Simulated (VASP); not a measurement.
# LiF (P6_3mc) in VASP: notebook

Runs on LiF. Level: LDA. Tasks: single point.

Program: VASP 6.6.1. These are calculated values, not measurements. Logs are shortened: lines on timing, memory, paths and dates and some standing lists are left out, and cuts for length are marked.

### Step 1. The cell of the first run

It takes space group P6_3mc (No. 186, hexagonal). The conventional cell has a = 3.044 Å, b = 3.044 Å, c = 4.912 Å, α = 90.00°, β = 90.00°, γ = 120.00°. Within 2.4 Å of Li (site symmetry 3m) lie 4 F at 1.83 to 1.93 Å. F (site symmetry 3m) has 4 Li at 1.83 to 1.93 Å within 2.4 Å.

### Step 2. Single point, LDA (9.85 Å³/atom)

File INCAR:

```
ALGO = Normal
EDIFF = 1E-6
ENCUT = 520
GGA = CA
ISIF = 2
ISMEAR = 0
LASPH = True
LCHARG = False
LREAL = False
LWAVE = False
NBANDS = 18
NELM = 100
PREC = Accurate
SIGMA = 0.05
```

File KPOINTS:

```
k-points
0
Gamma
  9 9 6
```

File POSCAR:

```
LiF
1.0
    3.0440282422      0.0000000000      0.0000000000
   -1.5220141211      2.6362057876      0.0000000000
    0.0000000000      0.0000000000      4.9118439716
Li F
2 2
Direct
    0.3333333333      0.6666666667      0.3839784076
    0.6666666667      0.3333333333      0.8839784076
    0.3333333333      0.6666666667      0.9910195924
    0.6666666667      0.3333333333      0.4910195924
```

Potentials or basis: VASP PAW LDA potentials, release 64 (Li_sv, F).

The run is started by

```
$ cat potpaw_LDA.64/Li_sv/POTCAR potpaw_LDA.64/F/POTCAR > POTCAR
$ mpirun -np 1 vasp_std > vasp.out
```

OUTCAR:

```text
EDIFF = 1E-6
   ENCUT = 520
   GGA = CA
   ISIF = 2
   ISMEAR = 0
   LASPH = True
   LREAL = False
   NELM = 100
   PREC = Accurate

 ion  position               nearest neighbor table
   1  0.333  0.667  0.384-   4 1.83   4 1.83   4 1.83   3 1.93
   2  0.667  0.333  0.884-   3 1.83   3 1.83   3 1.83   4 1.93
   3  0.333  0.667  0.991-   2 1.83   2 1.83   2 1.83   1 1.93
   4  0.667  0.333  0.491-   1 1.83   1 1.83   1 1.83   2 1.93

  LATTYP: Found a hexagonal cell.
 ALAT       =     3.0440282422
 C/A-ratio  =     1.6136000000

  Lattice vectors:

 A1 = (   3.0440282422,   0.0000000000,   0.0000000000)
 A2 = (  -1.5220141211,   2.6362057876,   0.0000000000)
 A3 = (   0.0000000000,   0.0000000000,   4.9118439716)

Analysis of symmetry for initial positions (statically):
=====================================================================
 Subroutine PRICEL returns:
 Original cell was already a primitive cell.

 Routine SETGRP: Setting up the symmetry group for a
 hexagonal supercell.

 Subroutine GETGRP returns: Found 12 space group operations
 (whereof  6 operations were pure point group operations)
 out of a pool of 24 trial point group operations.

The static configuration has the point symmetry C_3v.
 The point group associated with its full space group is C_6v.

Analysis of symmetry for dynamics (positions and initial velocities):
=====================================================================
 Subroutine PRICEL returns:
 Original cell was already a primitive cell.

 Routine SETGRP: Setting up the symmetry group for a
 hexagonal supercell.

 Subroutine GETGRP returns: Found 12 space group operations
 (whereof  6 operations were pure point group operations)
 out of a pool of 24 trial point group operations.

The dynamic configuration has the point symmetry C_3v.
 The point group associated with its full space group is C_6v.

 Subroutine INISYM returns: Found 12 space group operations
 (whereof  6 operations are pure point group operations),
 and found     1 'primitive' translations

----------------------------------------------------------------------------------------

                                     Primitive cell

  volume of cell :      39.4160

  direct lattice vectors                    reciprocal lattice vectors
     3.044028242  0.000000000  0.000000000     0.328512064  0.189666528  0.000000000
    -1.522014121  2.636205788  0.000000000     0.000000000  0.379333057  0.000000000
     0.000000000  0.000000000  4.911843972     0.000000000  0.000000000  0.203589529

  length of vectors
     3.044028242  3.044028242  4.911843972     0.379333057  0.379333057  0.203589529

  position of ions in fractional coordinates (direct lattice)
     0.333333333  0.666666667  0.383978408
     0.666666667  0.333333333  0.883978408
     0.333333333  0.666666667  0.991019592
     0.666666667  0.333333333  0.491019592

  ion indices of the primitive-cell ions
   primitive index   ion index
                 1           1
                 2           2
                 3           3
                 4           4

----------------------------------------------------------------------------------------

 KPOINTS: k-points

Automatic generation of k-mesh.
 Grid dimensions read from file:
 generate k-points for:    9    9    6

 Generating k-lattice:

  Cartesian coordinates                     Fractional coordinates (reciprocal lattice)
     0.036501340  0.021074059  0.000000000     0.111111111 -0.000000000  0.000000000
     0.000000000  0.042148117  0.000000000     0.000000000  0.111111111  0.000000000
     0.000000000  0.000000000  0.033931588     0.000000000  0.000000000  0.166666667

  Length of vectors
     0.042148117  0.042148117  0.033931588

  Shift w.r.t. Gamma in fractional coordinates (k-lattice)
     0.000000000  0.000000000  0.000000000

 Subroutine IBZKPT returns following result:
 ===========================================

 Found     48 irreducible k-points:

 Following reciprocal coordinates:
            Coordinates               Weight
  0.000000  0.000000  0.000000      1.000000
  0.111111  0.000000  0.000000      6.000000
  0.222222  0.000000  0.000000      6.000000
  0.333333  0.000000  0.000000      6.000000
  0.444444  0.000000  0.000000      6.000000
  0.111111  0.111111  0.000000      6.000000
[... 16 lines left out ...]
  0.333333  0.222222  0.166667     24.000000
  0.333333  0.333333  0.166667      4.000000
 [... further k-points ...]
   k-points           NKPTS =     48   k-points in BZ     NKDIM =     48   number of bands    NBANDS=     18
   number of dos      NEDOS =    301   number of ions     NIONS =      4
   total plane-waves  NPLWV =  23040
   dimension x,y,z NGX =    24 NGY =   24 NGZ =   40
   dimension x,y,z NGXF=    48 NGYF=   48 NGZF=   80
   ions per type =               2   2
   NGX,Y,Z   is equivalent  to a cutoff of  13.11, 13.11, 13.54 a.u.
   NGXF,Y,Z  is equivalent  to a cutoff of  26.21, 26.21, 27.08 a.u.
 SYSTEM =  unknown system
   PREC   = accura    normal or accurate (medium, high low for compatibility)
   ISTART =      0    job   : 0-new  1-cont  2-samecut
   ICHARG =      2    charge: 1-file 2-atom 10-const
   ISPIN  =      1    spin polarized calculation?
   LNONCOLLINEAR =      F non collinear calculations
   LSORBIT =      F    spin-orbit coupling
   LASPH  =      T    aspherical Exc in radial PAW
   ENCUT  =  520.0 eV  38.22 Ry    6.18 a.u.   5.66  5.66  9.13*2*pi/ulx,y,z
   NELM   =    100;   NELMIN=  2; NELMDL= -5     # of ELM steps
   EDIFF  = 0.1E-05   stopping-criterion for ELM
   LREAL  =      F    real-space projection
   EDIFFG = 0.1E-04   stopping-criterion for IOM
   NSW    =      0    number of steps for IOM
   IBRION =     -1    ionic relax: 0-MD 1-quasi-New 2-CG
   NFREE  =      0    steps in history (QN), initial steepest desc. (CG)
   ISIF   =      2    stress and relaxation
   ISYM   =      2    0-nonsym 1-usesym 2-fastsym
   POTIM  = 0.5000    time-step for ionic-motion
   TEBEG  =    0.0;   TEEND  =   0.0 temperature during run
   PSTRESS=    0.0 pullay stress
   NELECT =      20.0000    total number of electrons
   NUPDOWN=      -1.0000    fix difference up-down
   EMIN   =  10.00;   EMAX   =-10.00  energy-range for DOS
   EFERMI =   0.00;   METHOD = LEGACY
   ISMEAR =     0;   SIGMA  =   0.05  broadening in eV -4-tet -1-fermi 0-gaus
   EFERMI_NEDOS =   21; number of points for ismear=-14 and -15
   IALGO  =     38    algorithm
   IMIX   =      4    mixing-type and parameters
     AMIX     =   0.40;   BMIX     =  1.00
     AMIX_MAG =   1.60;   BMIX_MAG =  1.00
  volume/ion in A,a.u.               =       9.85        66.50
  Fermi-wavevector in a.u.,A,eV,Ry     =   1.305752  2.467513 23.197768  1.704988
  Thomas-Fermi vector in A             =   2.436600
   LORBIT       =      0    0 simple, 1 ext, 2 COOP (PROOUT), +10 PAW based schemes
   GGA     = CA    functional components
   LHFCALC =     F    Hartree Fock is set to
   AEXX    =    0.0000 exact exchange contribution
   IVDW    =     0    specifies the selected vdW correction
   LEPSILON=     F    determine dielectric tensor
   LRPA    =     F    only Hartree local field effects (RPA)
 non-spin polarized calculation
 Gauss-broadening in eV      SIGMA  =   0.05
  energy-cutoff  :      520.00
  volume of cell :       39.42
 maximum number of plane-waves:      1092
 NGX is ok and might be reduce to    24
   NGX = 11   NGY = 11   NGZ = 19

 number of electron      19.9999998 magnetization

 Free energy of the ion-electron system (eV)
  ---------------------------------------------------
  ext. energy  EPLUGINS =         0.00000000
  ---------------------------------------------------
  free energy    TOTEN  =       -20.77206069 eV

  energy without entropy =      -20.77206069  energy(sigma->0) =      -20.77206069

 E-fermi :  -2.4903     XC(G=0):  -9.5783

 val. band max:       -2.7438072756   @ k =   0.0000   0.0000   0.0000
 cond. band min:       4.7853940099   @ k =   0.0000   0.0000   0.0000
 fundamental gap:      7.5292012855
 Fermi energy:        -2.4903291811

 k-point     1 :       0.0000    0.0000    0.0000
  band No.  band energies     occupation
      1     -42.0158      2.00000
      2     -41.9718      2.00000
      3     -21.7658      2.00000
      4     -21.5266      2.00000
      5      -5.0162      2.00000
      6      -3.1922      2.00000
[... 10 lines left out ...]
     17      16.6687      0.00000
     18      16.6936      0.00000

 k-point     2 :       0.1111    0.0000    0.0000
  band No.  band energies     occupation
      1     -42.0109      2.00000
      2     -41.9692      2.00000
      3     -21.7493      2.00000
      4     -21.5222      2.00000
      5      -4.9467      2.00000
      6      -3.3355      2.00000
[... 10 lines left out ...]
     17      16.8497      0.00000
     18      16.9395      0.00000

 k-point     3 :       0.2222    0.0000    0.0000
  band No.  band energies     occupation
      1     -41.9983      2.00000
      2     -41.9633      2.00000
      3     -21.7050      2.00000
      4     -21.5144      2.00000
      5      -4.7684      2.00000
      6      -3.7391      2.00000
[... 10 lines left out ...]
     17      16.9459      0.00000
     18      17.0261      0.00000

 k-point     4 :       0.3333    0.0000    0.0000
  band No.  band energies     occupation
      1     -41.9829      2.00000
      2     -41.9577      2.00000
      3     -21.6471      2.00000
      4     -21.5114      2.00000
      5      -4.6632      2.00000
      6      -4.0639      2.00000
[... 375 lines left out ...]
      4     -21.5202      2.00000
      5      -4.5198      2.00000
      6      -4.3921      2.00000
[... 10 lines left out ...]
     17      16.5954      0.00000
     18      17.9819      0.00000

 k-point    23 :       0.3333    0.2222    0.1667
  band No.  band energies     occupation
      1     -41.9647      2.00000
      2     -41.9561      2.00000
      3     -21.5721      2.00000
      4     -21.5278      2.00000
      5      -4.7806      2.00000
      6      -4.1871      2.00000
[... 10 lines left out ...]
     17      15.9249      0.00000
     18      18.1308      0.00000

 k-point    24 :       0.3333    0.3333    0.1667
  band No.  band energies     occupation
      1     -41.9586      2.00000
      2     -41.9586      2.00000
      3     -21.5440      2.00000
      4     -21.5440      2.00000
      5      -4.8437      2.00000
      6      -3.9674      2.00000
[... 10 lines left out ...]
     17      15.4169      0.00000
     18      18.2006      0.00000

 [... further k-points ...]

------------------------ aborting loop because EDIFF is reached ----------------------------------------

  FORCE on cell =-STRESS in cart. coord.  units (eV):
  Direction    XX          YY          ZZ          XY          YZ          ZX
  --------------------------------------------------------------------------------------
  -------------------------------------------------------------------------------------
  Total       -0.5541557     -0.5541557     -1.4275159      0.0000000      0.0000000      0.0000000
  in kB      -22.5252617    -22.5252617    -58.0255131      0.0000000      0.0000000      0.0000000
  external PRESSURE =     -34.3586789 kB  Pullay stress =       0.0000000 kB

 VOLUME and BASIS-vectors are now :
 -----------------------------------------------------------------------------
  energy-cutoff  :      520.00
  volume of cell :       39.42
      direct lattice vectors                 reciprocal lattice vectors
     3.044028242  0.000000000  0.000000000     0.328512064  0.189666528  0.000000000
    -1.522014121  2.636205788  0.000000000     0.000000000  0.379333057  0.000000000
     0.000000000  0.000000000  4.911843972     0.000000000  0.000000000  0.203589529

 POSITION                                       TOTAL-FORCE (eV/Angst)
 -----------------------------------------------------------------------------------
     -0.00000      1.75747      1.88604         0.000000      0.000000     -0.155203
      1.52201      0.87874      4.34196        -0.000000      0.000000     -0.155203
     -0.00000      1.75747      4.86773         0.000000     -0.000000      0.155203
      1.52201      0.87874      2.41181        -0.000000      0.000000      0.155203
 -----------------------------------------------------------------------------------
    total drift:                                0.000001      0.000001      0.001810

  FREE ENERGIE OF THE ION-ELECTRON SYSTEM (eV)
  ---------------------------------------------------
  free  energy   TOTEN  =       -20.7720606905 eV

  energy  without entropy=      -20.7720606905  energy(sigma->0) =      -20.77206069
```

Wall time 9 s (1 thread of Intel Xeon 6975P-C (Granite Rapids), shared host); peak memory 0.14 GiB.

What came out:

```
Free energy            : -20.7721 eV
Largest force          : 0.155 eV/Å
Band gap on the k mesh : 7.53 eV
```

Forces on the atoms (eV/Å):
```
Li   0.000  0.000 -0.155
Li   0.000  0.000 -0.155
F    0.000  0.000  0.155
F    0.000  0.000  0.155
```

Caveat: the cutoff is under 1.25 times the usual one of these potentials, so pressure, stress and relaxed cells hold a basis-set (Pulay) error; an odd mesh through Γ misses points on the zone boundary, where band edges can lie.

### Step 3. Single point, LDA (10.15 Å³/atom)

This run uses another cell than the first one, of 10.15 Å³/atom.

File INCAR:

```
SYSTEM = LiF
PREC = Accurate
ENCUT = 520
EDIFF = 1E-7
ISMEAR = 0
SIGMA = 0.05
LREAL = .FALSE.
LASPH = .TRUE.
NELM = 80
ALGO = Normal
ISIF = 2
LWAVE = .FALSE.
LCHARG = .FALSE.
NBANDS = 18
```

File KPOINTS:

```
regular mesh
0
G
  9 9 6
  0 0 0
```

File POSCAR:

```
LiF
1.0
    3.1240559618      0.0000000000      0.0000000000
   -1.5620279809      2.7055118257      0.0000000000
    0.0000000000      0.0000000000      4.8034999680
Li F
2 2
Direct
    0.3333333333      0.6666666667      0.3839784076
    0.6666666667      0.3333333333      0.8839784076
    0.3333333333      0.6666666667      0.9910195924
    0.6666666667      0.3333333333      0.4910195924
```

Potentials or basis: VASP PAW LDA potentials, release 64 (Li_sv, F).

The run is started by

```
$ cat potpaw_LDA.64/Li_sv/POTCAR potpaw_LDA.64/F/POTCAR > POTCAR
$ mpirun -np 1 vasp_std > vasp.out
```

Run time: 21 s. Hardware: 1 thread of Intel Xeon Platinum 8259CL at 2.50GHz (Skylake/Cascade Lake), shared host; peak memory 0.15 GiB.

The run converged. Its results:

* Free energy: -20.7552 eV
* Largest force: 0.022 eV/Å
* Band gap on the k mesh: 7.33 eV

Forces on the atoms (eV/Å):
```
Li   0.000  0.000 -0.022
Li   0.000  0.000 -0.022
F    0.000  0.000  0.022
F    0.000  0.000  0.022
```

Levels at points of the mesh, in eV from the valence-band top:
```csv
k point,band 8,band 9,band 10,band 11,band 12,band 13
"(0.00, 0.00, 0.00)",-0.21,-0.21,0.00,7.33,11.62,14.78
"(0.00, 0.00, 0.50)",-0.39,-0.39,-0.39,9.04,9.04,17.11
```

Caveat: the cutoff is under 1.25 times the usual one of these potentials, so pressure, stress and relaxed cells hold a basis-set (Pulay) error; an odd mesh through Γ misses points on the zone boundary, where band edges can lie.
